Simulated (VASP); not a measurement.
# Na (Im-3m) in VASP: notebook

Runs on Na. Level: PBE. Tasks: single point.

Program: VASP 6.6.1. These are calculated values, not measurements. Logs are shortened: lines on timing, memory, paths and dates and some standing lists are left out, and cuts for length are marked.

## 1. The cell of the first run

The structure is cubic, space group Im-3m (No. 229). Conventional cell: a = 4.226 Å, b = 4.226 Å, c = 4.226 Å, α = 90.00°, β = 90.00°, γ = 90.00°. Na (site symmetry m-3m) has 14 Na at 3.66 to 4.23 Å within 4.8 Å.

## 2. Single point, PBE

The input, INCAR:

```
ALGO = Normal
EDIFF = 1E-7
ENCUT = 520
GGA = PE
ISIF = 2
ISMEAR = -1
LASPH = True
LCHARG = False
LREAL = False
LWAVE = False
NBANDS = 10
NELM = 60
PREC = Accurate
SIGMA = 0.06122561905347299
```

The input, KPOINTS:

```
k-points
0
Gamma
  19 19 19
```

The input, POSCAR:

```
Na
1.0
   -2.1129955335      2.1129955335      2.1129955335
    2.1129955335     -2.1129955335      2.1129955335
    2.1129955335      2.1129955335     -2.1129955335
Na
1
Direct
    0.0000000000      0.0000000000      0.0000000000
```

Potentials or basis: VASP PAW PBE potentials, release 64 (Na_pv).

Started as:

```bash
$ cat potpaw_PBE.64/Na_pv/POTCAR > POTCAR
$ mpirun -np 1 vasp_std > vasp.out
```

OUTCAR:

```text
EDIFF = 1E-7
   ENCUT = 520
   GGA = PE
   ISIF = 2
   ISMEAR = -1
   LASPH = True
   LREAL = False
   NELM = 60
   PREC = Accurate

 ion  position               nearest neighbor table
   1  0.000  0.000  0.000-

  LATTYP: Found a body centered cubic cell.
 ALAT       =     4.2259910670

  Lattice vectors:

 A1 = (  -2.1129955335,   2.1129955335,   2.1129955335)
 A2 = (   2.1129955335,  -2.1129955335,   2.1129955335)
 A3 = (   2.1129955335,   2.1129955335,  -2.1129955335)

Analysis of symmetry for initial positions (statically):
=====================================================================
 Subroutine PRICEL returns:
 Original cell was already a primitive cell.

 Routine SETGRP: Setting up the symmetry group for a
 body centered cubic supercell.

 Subroutine GETGRP returns: Found 48 space group operations
 (whereof 48 operations were pure point group operations)
 out of a pool of 48 trial point group operations.

The static configuration has the point symmetry O_h .

Analysis of symmetry for dynamics (positions and initial velocities):
=====================================================================
 Subroutine PRICEL returns:
 Original cell was already a primitive cell.

 Routine SETGRP: Setting up the symmetry group for a
 body centered cubic supercell.

 Subroutine GETGRP returns: Found 48 space group operations
 (whereof 48 operations were pure point group operations)
 out of a pool of 48 trial point group operations.

The dynamic configuration has the point symmetry O_h .

 Subroutine INISYM returns: Found 48 space group operations
 (whereof 48 operations are pure point group operations),
 and found     1 'primitive' translations

----------------------------------------------------------------------------------------

                                     Primitive cell

  volume of cell :      37.7360

  direct lattice vectors                    reciprocal lattice vectors
    -2.112995533  2.112995533  2.112995533     0.000000000  0.236630884  0.236630884
     2.112995533 -2.112995533  2.112995533     0.236630884  0.000000000  0.236630884
     2.112995533  2.112995533 -2.112995533     0.236630884  0.236630884  0.000000000

  length of vectors
     3.659815620  3.659815620  3.659815620     0.334646605  0.334646605  0.334646605

  position of ions in fractional coordinates (direct lattice)
     0.000000000  0.000000000  0.000000000

[... 73 lines left out ...]
   ENCUT  =  520.0 eV  38.22 Ry    6.18 a.u.   6.80  6.80  6.80*2*pi/ulx,y,z
   NELM   =     60;   NELMIN=  2; NELMDL= -5     # of ELM steps
   EDIFF  = 0.1E-06   stopping-criterion for ELM
   LREAL  =      F    real-space projection
   EDIFFG = 0.1E-05   stopping-criterion for IOM
   NSW    =      0    number of steps for IOM
   IBRION =     -1    ionic relax: 0-MD 1-quasi-New 2-CG
   NFREE  =      0    steps in history (QN), initial steepest desc. (CG)
   ISIF   =      2    stress and relaxation
   ISYM   =      2    0-nonsym 1-usesym 2-fastsym
   POTIM  = 0.5000    time-step for ionic-motion
   TEBEG  =    0.0;   TEEND  =   0.0 temperature during run
   PSTRESS=    0.0 pullay stress
   NELECT =       7.0000    total number of electrons
   NUPDOWN=      -1.0000    fix difference up-down
   EMIN   =  10.00;   EMAX   =-10.00  energy-range for DOS
   EFERMI =   0.00;   METHOD = LEGACY
   ISMEAR =    -1;   SIGMA  =   0.06  broadening in eV -4-tet -1-fermi 0-gaus
   EFERMI_NEDOS =   21; number of points for ismear=-14 and -15
   IALGO  =     38    algorithm
   IMIX   =      4    mixing-type and parameters
     AMIX     =   0.40;   BMIX     =  1.00
     AMIX_MAG =   1.60;   BMIX_MAG =  1.00
  volume/ion in A,a.u.               =      37.74       254.66
  Fermi-wavevector in a.u.,A,eV,Ry     =   0.933660  1.764362 11.860494  0.871722
  Thomas-Fermi vector in A             =   2.060385
   LORBIT       =      0    0 simple, 1 ext, 2 COOP (PROOUT), +10 PAW based schemes
   GGA     = PE    functional components
   LHFCALC =     F    Hartree Fock is set to
   AEXX    =    0.0000 exact exchange contribution
   IVDW    =     0    specifies the selected vdW correction
   LEPSILON=     F    determine dielectric tensor
   LRPA    =     F    only Hartree local field effects (RPA)
 non-spin polarized calculation
  energy-cutoff  :      520.00
  volume of cell :       37.74
 maximum number of plane-waves:      1048
   NGX = 13   NGY = 13   NGZ = 13

 number of electron       7.0000011 magnetization

 Free energy of the ion-electron system (eV)
  ---------------------------------------------------
  ext. energy  EPLUGINS =         0.00000000
  ---------------------------------------------------
  free energy    TOTEN  =        -1.31350988 eV

  energy without entropy =       -1.30759201  energy(sigma->0) =       -1.31055095

 E-fermi :   0.2836     XC(G=0):  -6.4562

 val. band max:        0.2661719611   @ k =  -0.3684   0.4211   0.1579
 cond. band min:       0.3092516597   @ k =  -0.3684   0.4737   0.0526
 fundamental gap:      0.0430796987
 Fermi energy:         0.2836407390

 k-point     1 :       0.0000    0.0000    0.0000
  band No.  band energies     occupation
      1     -24.6372      2.00000
      2     -24.6372      2.00000
      3     -24.6372      2.00000
      4      -2.9625      2.00000
      5      11.8959      0.00000
      6      11.8959      0.00000
      7      11.8959      0.00000
      8      12.8863      0.00000
      9      12.8863      0.00000
     10      13.4353      0.00000
[... 287 lines left out ...]
 k-point    24 :       0.3158    0.1053   -0.0000
  band No.  band energies     occupation
      1     -24.6648      2.00000
      2     -24.6473      2.00000
      3     -24.6384      2.00000
      4      -0.5106      2.00000
      5       3.7888      0.00000
      6       7.1176      0.00000
      7       9.0340      0.00000
      8      10.5698      0.00000
      9      12.3730      0.00000
     10      14.1343      0.00000

 [... further k-points ...]
[... 5 lines left out ...]
  --------------------------------------------------------------------------------------
  -------------------------------------------------------------------------------------
  Total       -0.0367320     -0.0367320     -0.0367320      0.0000000      0.0000000     -0.0000000
  in kB       -1.5595492     -1.5595492     -1.5595492      0.0000000      0.0000000     -0.0000000
  external PRESSURE =      -1.5595492 kB  Pullay stress =       0.0000000 kB

 VOLUME and BASIS-vectors are now :
 -----------------------------------------------------------------------------
  energy-cutoff  :      520.00
  volume of cell :       37.74
      direct lattice vectors                 reciprocal lattice vectors
    -2.112995533  2.112995533  2.112995533     0.000000000  0.236630884  0.236630884
     2.112995533 -2.112995533  2.112995533     0.236630884  0.000000000  0.236630884
     2.112995533  2.112995533 -2.112995533     0.236630884  0.236630884  0.000000000

 POSITION                                       TOTAL-FORCE (eV/Angst)
 -----------------------------------------------------------------------------------
      0.00000      0.00000      0.00000         0.000000     -0.000000     -0.000000
 -----------------------------------------------------------------------------------
    total drift:                               -0.000000     -0.000000     -0.000000

  FREE ENERGIE OF THE ION-ELECTRON SYSTEM (eV)
  ---------------------------------------------------
  free  energy   TOTEN  =        -1.3135098768 eV

  energy  without entropy=       -1.3075920139  energy(sigma->0) =       -1.31055095
```

OSZICAR:

```text
N       E                     dE             d eps       ncg     rms          rms(c)
DAV:   1     0.273923469528E+02    0.27392E+02   -0.37865E+03  4418   0.583E+02
DAV:   2    -0.718746459546E+00   -0.28111E+02   -0.27952E+02  4526   0.147E+02
DAV:   3    -0.130926511844E+01   -0.59052E+00   -0.59015E+00  5354   0.231E+01
DAV:   4    -0.131403627604E+01   -0.47712E-02   -0.47708E-02  5254   0.203E+00
DAV:   5    -0.131410502336E+01   -0.68747E-04   -0.68747E-04  5098   0.238E-01    0.204E-01
DAV:   6    -0.131375736086E+01    0.34766E-03   -0.48599E-04  5170   0.263E-01    0.137E-01
DAV:   7    -0.131351686926E+01    0.24049E-03   -0.99154E-04  4974   0.314E-01    0.158E-02
DAV:   8    -0.131350958740E+01    0.72819E-05   -0.45670E-05  5468   0.111E-01    0.228E-03
DAV:   9    -0.131350986669E+01   -0.27928E-06   -0.23009E-07  5036   0.486E-03    0.104E-03
DAV:  10    -0.131350987677E+01   -0.10079E-07   -0.55865E-08  4906   0.231E-03
   1 F= -.13135099E+01 E0= -.13105509E+01  d E =-.591786E-02
```

Wall time 19 s (1 thread of Intel Xeon 6975P-C (Granite Rapids), shared host); peak memory 0.19 GiB.

What came out:

```
Free energy : -1.3135 eV
Pressure    : -0.2 GPa
```

## 3. Single point, PBE

This run uses another cell than the first one, of 38.48 Å³/atom, 1.020 times its volume.

The input, INCAR:

```
SYSTEM = Na
  PREC = Accurate
  ENCUT = 520
  EDIFF = 1E-7
  ISMEAR = -1
  SIGMA = 0.06122561905347299
  LREAL = .FALSE.
  LASPH = .TRUE.
  NELM = 60
  ALGO = Normal
  ISIF = 2
  LWAVE = .FALSE.
  LCHARG = .FALSE.
  GGA = PE
  NBANDS = 10
```

The input, KPOINTS:

```
Automatic mesh
0
G
  19 19 19
  0 0 0
```

The input, POSCAR:

```
Na
1.0
   -2.1267166681      2.1267166681      2.1267166681
    2.1267166681     -2.1267166681      2.1267166681
    2.1267166681      2.1267166681     -2.1267166681
Na
1
Direct
    0.0000000000      0.0000000000      0.0000000000
```

Potentials or basis: VASP PAW PBE potentials, release 64 (Na_pv).

Started as:

```bash
$ cat potpaw_PBE.64/Na_pv/POTCAR > POTCAR
$ mpirun -np 1 vasp_std > vasp.out
```

It took 20 s on 1 thread of Intel Xeon 6975P-C (Granite Rapids), shared host; peak memory 0.2 GiB.

It converged, with:

* Free energy: -1.3125 eV
* Pressure: -0.3 GPa

Levels at points of the mesh, in eV from the Fermi level:
```
           k point  band 1  band 2  band 3  band 4  band 5  band 6  band 7  band 8  band 9
(0.00, 0.00, 0.00)  -24.94  -24.94  -24.94   -3.21   11.49   11.49   11.49   12.47   12.47
```

## 4. Single point, PBE

This run uses another cell than the first one, of 39.22 Å³/atom, 1.039 times its volume.

The input, INCAR:

```
SYSTEM = Na
ALGO = Normal ; EDIFF = 1E-6
ENCUT = 520 ; GGA = PE
ISIF = 2 ; ISMEAR = -1
LASPH = .TRUE. ; LCHARG = .FALSE.
LREAL = .FALSE. ; LWAVE = .FALSE.
NBANDS = 10 ; NELM = 80
PREC = Accurate ; SIGMA = 0.06122561905347299
```

The input, KPOINTS:

```
k-points
0
G
  19 19 19
  0 0 0
```

The input, POSCAR:

```
Na
1.0
   -2.1402629994      2.1402629994      2.1402629994
    2.1402629994     -2.1402629994      2.1402629994
    2.1402629994      2.1402629994     -2.1402629994
Na
1
Direct
    0.0000000000      0.0000000000      0.0000000000
```

Potentials or basis: VASP PAW PBE potentials, release 64 (Na_pv).

Started as:

```bash
$ cat potpaw_PBE.64/Na_pv/POTCAR > POTCAR
$ mpirun -np 1 vasp_std > vasp.out
```

OUTCAR:

```text
SYSTEM = Na
   EDIFF = 1E-6
   ENCUT = 520
   GGA = PE
   ISIF = 2
   ISMEAR = -1
   LASPH = .TRUE.
   LREAL = .FALSE.
   NELM = 80
   PREC = Accurate

 ion  position               nearest neighbor table
   1  0.000  0.000  0.000-

  LATTYP: Found a body centered cubic cell.
 ALAT       =     4.2805259988

  Lattice vectors:

 A1 = (  -2.1402629994,   2.1402629994,   2.1402629994)
 A2 = (   2.1402629994,  -2.1402629994,   2.1402629994)
 A3 = (   2.1402629994,   2.1402629994,  -2.1402629994)

Analysis of symmetry for initial positions (statically):
=====================================================================
 Subroutine PRICEL returns:
 Original cell was already a primitive cell.

 Routine SETGRP: Setting up the symmetry group for a
 body centered cubic supercell.

 Subroutine GETGRP returns: Found 48 space group operations
 (whereof 48 operations were pure point group operations)
 out of a pool of 48 trial point group operations.

The static configuration has the point symmetry O_h .

[... 161 lines left out ...]
 fundamental gap:      0.0423052887
 Fermi energy:         0.1768495686

 k-point     1 :       0.0000    0.0000    0.0000
  band No.  band energies     occupation
      1     -24.7751      2.00000
      2     -24.7751      2.00000
      3     -24.7751      2.00000
      4      -2.9895      2.00000
      5      11.5439      0.00000
      6      11.5440      0.00000
      7      11.5440      0.00000
      8      12.5138      0.00000
      9      12.5138      0.00000
     10      13.0468      0.00000
[... 287 lines left out ...]
 k-point    24 :       0.3158    0.1053    0.0000
  band No.  band energies     occupation
      1     -24.7991      2.00000
      2     -24.7840      2.00000
      3     -24.7761      2.00000
      4      -0.5993      1.99999
      5       3.6001      0.00000
      6       6.8544      0.00000
      7       8.6931      0.00000
      8      10.2236      0.00000
      9      11.9642      0.00000
     10      13.6852      0.00000

 [... further k-points ...]

------------------------ aborting loop because EDIFF is reached ----------------------------------------

  FORCE on cell =-STRESS in cart. coord.  units (eV):
  Direction    XX          YY          ZZ          XY          YZ          ZX
  --------------------------------------------------------------------------------------
  -------------------------------------------------------------------------------------
  Total       -0.1060506     -0.1060506     -0.1060506     -0.0000000     -0.0000000      0.0000000
  in kB       -4.3327346     -4.3327346     -4.3327346     -0.0000000     -0.0000000      0.0000000
  external PRESSURE =      -4.3327346 kB  Pullay stress =       0.0000000 kB

 VOLUME and BASIS-vectors are now :
 -----------------------------------------------------------------------------
  energy-cutoff  :      520.00
  volume of cell :       39.22
      direct lattice vectors                 reciprocal lattice vectors
    -2.140262999  2.140262999  2.140262999     0.000000000  0.233616149  0.233616149
     2.140262999 -2.140262999  2.140262999     0.233616149  0.000000000  0.233616149
     2.140262999  2.140262999 -2.140262999     0.233616149  0.233616149  0.000000000

 POSITION                                       TOTAL-FORCE (eV/Angst)
 -----------------------------------------------------------------------------------
      0.00000      0.00000      0.00000        -0.000000      0.000000     -0.000000
 -----------------------------------------------------------------------------------
    total drift:                               -0.000000     -0.000000     -0.000000

  FREE ENERGIE OF THE ION-ELECTRON SYSTEM (eV)
  ---------------------------------------------------
  free  energy   TOTEN  =        -1.3109241405 eV

  energy  without entropy=       -1.3048672269  energy(sigma->0) =       -1.30789568
```

Run time: 20 s. Hardware: 1 thread of Intel Xeon 6975P-C (Granite Rapids), shared host; peak memory 0.2 GiB.

Results:

| Property | Result |
| --- | --- |
| Free energy | -1.3109 eV |
| Pressure | -0.4 GPa |

Levels at points of the mesh, in eV from the Fermi level:
```csv
k point,band 2,band 3,band 4,band 5,band 6,band 7
"(0.00, 0.00, 0.00)",-24.95,-24.95,-3.17,11.37,11.37,11.37
```

## 5. Single point, PBE

This run uses another cell than the first one, of 34.78 Å³/atom, 0.922 times its volume.

The input, INCAR:

```
PREC     = Accurate       # precision mode
ENCUT    = 520            # plane-wave cutoff, eV
EDIFF    = 1E-6           # SCF threshold, eV
ISMEAR   = -1             # smearing method
SIGMA    = 0.06122561905347299 # smearing width, eV
LREAL    = F              # projectors in reciprocal space
LASPH    = T              # aspherical terms in the spheres
NELM     = 100            # most SCF steps
ALGO     = Normal         # electronic algorithm
ISIF     = 2              # what is computed and relaxed
LWAVE    = F              # write WAVECAR
LCHARG   = F              # write CHGCAR
GGA      = PE             # functional
NBANDS   = 10             # bands
```

The input, KPOINTS:

```
Automatic mesh
0
Gamma
  37 37 37
```

The input, POSCAR:

```
Na
1.0
   -2.0562431711      2.0562431711      2.0562431711
    2.0562431711     -2.0562431711      2.0562431711
    2.0562431711      2.0562431711     -2.0562431711
Na
1
Direct
    0.0000000000      0.0000000000      0.0000000000
```

Started as:

```bash
$ cat potpaw_PBE.64/Na_pv/POTCAR > POTCAR
$ mpirun -np 1 vasp_std > vasp.out
```

Run time: 1.7 min. Hardware: 1 thread of Intel Xeon 6975P-C (Granite Rapids), shared host; peak memory 0.46 GiB.

The run converged. Its results:

* Free energy: -1.3104 eV
* Pressure: 0.5 GPa

Levels at points of the mesh, in eV from the Fermi level:
| k point | band 1 | band 2 | band 3 | band 4 | band 5 | band 6 | band 7 |
| --- | --- | --- | --- | --- | --- | --- | --- |
| (0.00, 0.00, 0.00) | -24.86 | -24.86 | -24.86 | -3.42 | 12.14 | 12.14 | 12.14 |

## 6. Overview

```tsv
cell	k mesh	gap on the mesh (eV)	pressure (GPa)
a = 3.660 Å, angles 109.5°, 1 atom	19 × 19 × 19	none	-0.2
a = 3.684 Å, angles 109.5°, 1 atom	19 × 19 × 19	none	-0.3
a = 3.707 Å, angles 109.5°, 1 atom	19 × 19 × 19	none	-0.4
a = 3.562 Å, angles 109.5°, 1 atom	37 × 37 × 37	none	0.5
```

Alike in all rows: task single point; level PBE; potentials or basis VASP PAW PBE potentials, release 64 (Na_pv); no spin polarisation; cutoff (eV) 520; smearing fermi-dirac 0.0612256 eV.

Total energies depend on the potentials used, so only differences within one code and one set of settings carry meaning.
